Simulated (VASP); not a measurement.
# NaF (Pm-3m) in VASP: notebook, part 2 of 2

VASP 6.6.1. The steps go on from the part before.

**4. Single point, r2SCAN**

The input, POSCAR:

```
NaF
1.0
    2.7934851994      0.0000000000      0.0000000000
    0.0000000000      2.7934851994      0.0000000000
    0.0000000000      0.0000000000      2.7934851994
Na F
1 1
Direct
    0.0000000000      0.0000000000      0.0000000000
    0.5000000000      0.5000000000      0.5000000000
```

The input, INCAR.step1:

```
SYSTEM = NaF
  PREC = Accurate
  ENCUT = 520
  ISMEAR = 0
  SIGMA = 0.01
  LREAL = .FALSE.
  LASPH = .TRUE.
  NELM = 100
  NBANDS = 14
  GGA = PE
  ALGO = Normal
  EDIFF = 1E-4
  LWAVE = .TRUE.
  LCHARG = .FALSE.
```

The input, INCAR.step2:

```
SYSTEM = NaF
  PREC = Accurate
  ENCUT = 520
  EDIFF = 1E-6
  ISMEAR = 0
  SIGMA = 0.01
  LREAL = .FALSE.
  LASPH = .TRUE.
  NELM = 100
  ALGO = Normal
  ISIF = 2
  LWAVE = .FALSE.
  LCHARG = .FALSE.
  METAGGA = R2SCAN
  LMIXTAU = .TRUE.
  NBANDS = 14
  ISTART = 1
```

The input, KPOINTS:

```
Automatic mesh
0
G
  6 6 6
  0 0 0
```

Potentials or basis: VASP PAW PBE potentials, release 64 (Na_pv, F).

Command:

```bash
$ cat potpaw_PBE.64/Na_pv/POTCAR potpaw_PBE.64/F/POTCAR > POTCAR
$ cp INCAR.step1 INCAR
$ mpirun -np 1 vasp_std > vasp.out
$ cp INCAR.step2 INCAR
$ mpirun -np 1 vasp_std > vasp.out
```

OUTCAR:

```text
SYSTEM = NaF
   PREC = Accurate
   ENCUT = 520
   EDIFF = 1E-6
   ISMEAR = 0
   LREAL = .FALSE.
   LASPH = .TRUE.
   NELM = 100
   ISIF = 2
   METAGGA = R2SCAN
   ISTART = 1

 ion  position               nearest neighbor table
   1  0.000  0.000  0.000-
   2  0.500  0.500  0.500-

  LATTYP: Found a simple cubic cell.
 ALAT       =     2.7934851994

  Lattice vectors:

 A1 = (   2.7934851994,   0.0000000000,   0.0000000000)
 A2 = (   0.0000000000,   2.7934851994,   0.0000000000)
 A3 = (   0.0000000000,   0.0000000000,   2.7934851994)

Analysis of symmetry for initial positions (statically):
=====================================================================
 Subroutine PRICEL returns:
 Original cell was already a primitive cell.

 Routine SETGRP: Setting up the symmetry group for a
 simple cubic supercell.

 Subroutine GETGRP returns: Found 48 space group operations
 (whereof 48 operations were pure point group operations)
 out of a pool of 48 trial point group operations.

The static configuration has the point symmetry O_h .

Analysis of symmetry for dynamics (positions and initial velocities):
=====================================================================
 Subroutine PRICEL returns:
 Original cell was already a primitive cell.

 Routine SETGRP: Setting up the symmetry group for a
 simple cubic supercell.

 Subroutine GETGRP returns: Found 48 space group operations
 (whereof 48 operations were pure point group operations)
 out of a pool of 48 trial point group operations.

The dynamic configuration has the point symmetry O_h .

 Subroutine INISYM returns: Found 48 space group operations
 (whereof 48 operations are pure point group operations),
 and found     1 'primitive' translations

----------------------------------------------------------------------------------------

                                     Primitive cell

  volume of cell :      21.7991

  direct lattice vectors                    reciprocal lattice vectors
[... 111 lines left out ...]
   LEPSILON=     F    determine dielectric tensor
   LRPA    =     F    only Hartree local field effects (RPA)
 non-spin polarized calculation
 Gauss-broadening in eV      SIGMA  =   0.01
  energy-cutoff  :      520.00
  volume of cell :       21.80
 maximum number of plane-waves:       624
 NGX is ok and might be reduce to    24
   NGX = 11   NGY = 11   NGZ = 11

 number of electron      14.0000006 magnetization

 Free energy of the ion-electron system (eV)
  ---------------------------------------------------
  ext. energy  EPLUGINS =         0.00000000
  ---------------------------------------------------
  free energy    TOTEN  =       -12.31386725 eV

  energy without entropy =      -12.31386725  energy(sigma->0) =      -12.31386725

 E-fermi :  -1.1685     XC(G=0): -10.5930

 val. band max:       -1.2384690721   @ k =   0.5000   0.5000   0.0000
 cond. band min:       5.8768239180   @ k =   0.0000   0.0000   0.0000
 fundamental gap:      7.1152929901
 Fermi energy:        -1.1684850189

 k-point     1 :       0.0000    0.0000    0.0000
  band No.  band energies     occupation
      1     -22.2584      2.00000
      2     -21.8770      2.00000
      3     -21.8770      2.00000
      4     -21.8770      2.00000
      5      -1.5778      2.00000
      6      -1.5778      2.00000
      7      -1.5778      2.00000
      8       5.8768      0.00000
      9      15.2367      0.00000
     10      15.2367      0.00000
     11      24.4054      0.00000
     12      24.4054      0.00000
     13      24.4054      0.00000
     14      31.0663      0.00000
[... 309 lines left out ...]
      1     -22.0559      2.00000
      2     -22.0559      2.00000
      3     -22.0559      2.00000
      4     -21.4971      2.00000
      5      -2.9273      2.00000
      6      -2.9273      2.00000
      7      -2.9273      2.00000
      8      14.2773      0.00000
      9      14.2773      0.00000
     10      14.2773      0.00000
     11      19.3060      0.00000
     12      19.3060      0.00000
     13      19.3060      0.00000
     14      23.9686      0.00000

------------------------ aborting loop because EDIFF is reached ----------------------------------------

  FORCE on cell =-STRESS in cart. coord.  units (eV):
  Direction    XX          YY          ZZ          XY          YZ          ZX
  --------------------------------------------------------------------------------------
  -------------------------------------------------------------------------------------
  Total       -0.1093649     -0.1093649     -0.1093649     -0.0000000     -0.0000000      0.0000000
  in kB       -8.0380259     -8.0380259     -8.0380259     -0.0000000     -0.0000000      0.0000000
  external PRESSURE =      -8.0380259 kB  Pullay stress =       0.0000000 kB

 VOLUME and BASIS-vectors are now :
 -----------------------------------------------------------------------------
  energy-cutoff  :      520.00
  volume of cell :       21.80
      direct lattice vectors                 reciprocal lattice vectors
     2.793485199  0.000000000  0.000000000     0.357975765  0.000000000  0.000000000
     0.000000000  2.793485199  0.000000000     0.000000000  0.357975765  0.000000000
     0.000000000  0.000000000  2.793485199     0.000000000  0.000000000  0.357975765

 POSITION                                       TOTAL-FORCE (eV/Angst)
 -----------------------------------------------------------------------------------
      0.00000      0.00000      0.00000         0.000000      0.000000      0.000000
      1.39674      1.39674      1.39674         0.000000      0.000000      0.000000
 -----------------------------------------------------------------------------------
    total drift:                                0.000000      0.000000     -0.000000

  FREE ENERGIE OF THE ION-ELECTRON SYSTEM (eV)
  ---------------------------------------------------
  free  energy   TOTEN  =       -12.3138672465 eV

  energy  without entropy=      -12.3138672465  energy(sigma->0) =      -12.31386725
```

OSZICAR.step1:

```text
N       E                     dE             d eps       ncg     rms          rms(c)
DAV:   1     0.105610814513E+03    0.10561E+03   -0.78496E+03   582   0.125E+03
DAV:   2    -0.415413583953E+01   -0.10976E+03   -0.10263E+03   662   0.337E+02
DAV:   3    -0.909239203152E+01   -0.49383E+01   -0.49301E+01   632   0.666E+01
DAV:   4    -0.912360316546E+01   -0.31211E-01   -0.31210E-01   686   0.578E+00
DAV:   5    -0.912389313809E+01   -0.28997E-03   -0.28997E-03   632   0.554E-01    0.520E+00
DAV:   6    -0.827068367765E+01    0.85321E+00   -0.25030E+00   638   0.145E+01    0.170E+00
DAV:   7    -0.824369033690E+01    0.26993E-01   -0.29915E-02   572   0.282E+00    0.102E+00
DAV:   8    -0.822983235909E+01    0.13858E-01   -0.23933E-02   578   0.398E+00    0.126E-01
DAV:   9    -0.823029391772E+01   -0.46156E-03   -0.33131E-03   656   0.561E-01    0.767E-02
DAV:  10    -0.823025276610E+01    0.41152E-04   -0.37137E-04   596   0.175E-01
   1 F= -.82302528E+01 E0= -.82302528E+01  d E =-.385020E-91
```

Run time: 29 s. Hardware: 1 thread of AMD EPYC 7R43 (Zen 3), shared host; peak memory 0.1 GiB.

Results:

| Quantity | Value |
| --- | --- |
| Free energy | -12.3139 eV |
| Pressure | -0.8 GPa |
| Band gap on the k mesh | 7.12 eV, indirect (least direct gap 7.45 eV) |

Levels at points of the mesh, in eV from the valence-band top:
```csv
k point,band 5,band 6,band 7,band 8,band 9,band 10
"(0.00, 0.00, 0.00)",-0.34,-0.34,-0.34,7.12,16.48,16.48
"(0.50, 0.00, 0.00)",-2.62,-0.22,-0.22,11.90,12.98,20.48
"(0.50, 0.50, 0.00)",-1.89,-1.89,0.00,13.01,16.48,16.48
"(0.50, 0.50, 0.50)",-1.69,-1.69,-1.69,15.52,15.52,15.52
```

Caveat: the PAW data sets were made with another functional, which shifts forces and pressure a little.

**5. Single point, r2SCAN**

POSCAR is that of step 4.

The input, INCAR.step1:

```
SYSTEM = NaF
PREC = Accurate
ENCUT = 520
ISMEAR = 0
SIGMA = 0.01
LREAL = .FALSE.
LASPH = .TRUE.
NELM = 60
NBANDS = 14
GGA = PE
ALGO = Normal
EDIFF = 1E-4
LWAVE = .TRUE.
LCHARG = .FALSE.
```

The input, INCAR.step2:

```
SYSTEM = NaF
PREC = Accurate
ENCUT = 520
EDIFF = 1E-7
ISMEAR = 0
SIGMA = 0.01
LREAL = .FALSE.
LASPH = .TRUE.
NELM = 60
ALGO = Normal
ISIF = 2
LWAVE = .FALSE.
LCHARG = .FALSE.
METAGGA = R2SCAN
LMIXTAU = .TRUE.
NBANDS = 14
ISTART = 1
```

The input, KPOINTS:

```
regular mesh
0
G
  8 8 8
  0 0 0
```

Potentials or basis: VASP PAW PBE potentials, release 64 (Na_pv, F).

Command:

```bash
$ cat potpaw_PBE.64/Na_pv/POTCAR potpaw_PBE.64/F/POTCAR > POTCAR
$ cp INCAR.step1 INCAR
$ mpirun -np 1 vasp_std > vasp.out
$ cp INCAR.step2 INCAR
$ mpirun -np 1 vasp_std > vasp.out
```

OUTCAR:

```text
SYSTEM = NaF
   PREC = Accurate
   ENCUT = 520
   EDIFF = 1E-7
   ISMEAR = 0
   LREAL = .FALSE.
   LASPH = .TRUE.
   NELM = 60
   ISIF = 2
   METAGGA = R2SCAN
   ISTART = 1

 ion  position               nearest neighbor table
   1  0.000  0.000  0.000-
   2  0.500  0.500  0.500-

  LATTYP: Found a simple cubic cell.
 ALAT       =     2.7934851994

  Lattice vectors:

 A1 = (   2.7934851994,   0.0000000000,   0.0000000000)
 A2 = (   0.0000000000,   2.7934851994,   0.0000000000)
 A3 = (   0.0000000000,   0.0000000000,   2.7934851994)

Analysis of symmetry for initial positions (statically):
=====================================================================
 Subroutine PRICEL returns:
 Original cell was already a primitive cell.

 Routine SETGRP: Setting up the symmetry group for a
 simple cubic supercell.

 Subroutine GETGRP returns: Found 48 space group operations
 (whereof 48 operations were pure point group operations)
 out of a pool of 48 trial point group operations.

The static configuration has the point symmetry O_h .

Analysis of symmetry for dynamics (positions and initial velocities):
[... 174 lines left out ...]
      6      -1.5782      2.00000
      7      -1.5782      2.00000
      8       5.8761      0.00000
      9      15.2358      0.00000
     10      15.2358      0.00000
     11      24.4045      0.00000
     12      24.4045      0.00000
     13      24.4045      0.00000
     14      31.0655      0.00000
[... 377 lines left out ...]
      1     -22.2604      2.00000
      2     -22.0634      2.00000
      3     -21.8625      2.00000
      4     -21.5735      2.00000
      5      -3.2044      2.00000
      6      -2.8833      2.00000
      7      -1.5463      2.00000
      8      12.0852      0.00000
      9      13.8621      0.00000
     10      15.4417      0.00000
     11      17.3439      0.00000
     12      22.2348      0.00000
     13      22.3215      0.00000
     14      29.5082      0.00000

 [... further k-points ...]

------------------------ aborting loop because EDIFF is reached ----------------------------------------

  FORCE on cell =-STRESS in cart. coord.  units (eV):
  Direction    XX          YY          ZZ          XY          YZ          ZX
  --------------------------------------------------------------------------------------
  -------------------------------------------------------------------------------------
  Total       -0.1189277     -0.1189277     -0.1189277      0.0000000      0.0000000     -0.0000000
  in kB       -8.7408629     -8.7408629     -8.7408629      0.0000000      0.0000000     -0.0000000
  external PRESSURE =      -8.7408629 kB  Pullay stress =       0.0000000 kB

 VOLUME and BASIS-vectors are now :
 -----------------------------------------------------------------------------
  energy-cutoff  :      520.00
  volume of cell :       21.80
      direct lattice vectors                 reciprocal lattice vectors
     2.793485199  0.000000000  0.000000000     0.357975765  0.000000000  0.000000000
     0.000000000  2.793485199  0.000000000     0.000000000  0.357975765  0.000000000
     0.000000000  0.000000000  2.793485199     0.000000000  0.000000000  0.357975765

 POSITION                                       TOTAL-FORCE (eV/Angst)
 -----------------------------------------------------------------------------------
      0.00000      0.00000      0.00000         0.000000      0.000000      0.000000
      1.39674      1.39674      1.39674         0.000000      0.000000      0.000000
 -----------------------------------------------------------------------------------
    total drift:                                0.000000      0.000000     -0.000000

  FREE ENERGIE OF THE ION-ELECTRON SYSTEM (eV)
  ---------------------------------------------------
  free  energy   TOTEN  =       -12.3138646311 eV

  energy  without entropy=      -12.3138646311  energy(sigma->0) =      -12.31386463
```

OUTCAR.step1:

```text
SYSTEM = NaF
   PREC = Accurate
   ENCUT = 520
   ISMEAR = 0
   LREAL = .FALSE.
   LASPH = .TRUE.
[... 630 lines left out ...]
      0.00000      0.00000      0.00000         0.000000      0.000000      0.000000
      1.39674      1.39674      1.39674         0.000000      0.000000      0.000000
 -----------------------------------------------------------------------------------
    total drift:                                0.000000      0.000000     -0.000000

  FREE ENERGIE OF THE ION-ELECTRON SYSTEM (eV)
  ---------------------------------------------------
  free  energy   TOTEN  =        -8.2302630654 eV

  energy  without entropy=       -8.2302630654  energy(sigma->0) =       -8.23026307
```

OSZICAR.step1:

```text
N       E                     dE             d eps       ncg     rms          rms(c)
DAV:   1     0.105211692822E+03    0.10521E+03   -0.78161E+03  1000   0.125E+03
DAV:   2    -0.455046771672E+01   -0.10976E+03   -0.10299E+03  1118   0.342E+02
DAV:   3    -0.909369809317E+01   -0.45432E+01   -0.45362E+01  1124   0.642E+01
DAV:   4    -0.912360291474E+01   -0.29905E-01   -0.29904E-01  1112   0.556E+00
DAV:   5    -0.912387697270E+01   -0.27406E-03   -0.27406E-03  1190   0.528E-01    0.520E+00
DAV:   6    -0.827076668774E+01    0.85311E+00   -0.25213E+00  1128   0.145E+01    0.170E+00
DAV:   7    -0.824370060568E+01    0.27066E-01   -0.29210E-02  1016   0.285E+00    0.101E+00
DAV:   8    -0.822983537682E+01    0.13865E-01   -0.23811E-02  1034   0.402E+00    0.125E-01
DAV:   9    -0.823030390737E+01   -0.46853E-03   -0.33392E-03  1172   0.568E-01    0.757E-02
DAV:  10    -0.823026306535E+01    0.40842E-04   -0.35941E-04  1046   0.172E-01
   1 F= -.82302631E+01 E0= -.82302631E+01  d E =-.185991E-91
```

Wall time 54 s (1 thread of AMD EPYC 7R43 (Zen 3), shared host); peak memory 0.1 GiB.

Results:

- Free energy: -12.3139 eV
- Pressure: -0.9 GPa
- Band gap on the k mesh: 7.11 eV, indirect (least direct gap 7.45 eV)

Caveat: the PAW data sets were made with another functional, which shifts forces and pressure a little.

**6. The runs side by side**

```csv
level,k mesh,gap on the mesh (eV),pressure (GPa)
PBEsol,6 × 6 × 6,5.98,1.3
PBE,8 × 8 × 8,6.11,4.2
r2SCAN,6 × 6 × 6,7.12,-0.8
r2SCAN,8 × 8 × 8,7.11,-0.9
```

Alike in all rows: task single point; potentials or basis VASP PAW PBE potentials, release 64 (Na_pv, F); no spin polarisation; cell as given; cutoff (eV) 520; smearing gaussian 0.01 eV.

On the cell as given the gap runs from 5.98 eV (PBEsol) to 7.12 eV (r2SCAN); the meshes differ, which moves gaps too. The pressure there spans -0.9 GPa (r2SCAN) to 4.2 GPa (PBE); a positive pressure means that this level wants a larger cell, a negative one a smaller.

Caveats: the PAW data sets were made with another functional, which shifts forces and pressure a little (some runs).

Absolute energies hang on the potentials; compare differences alone.
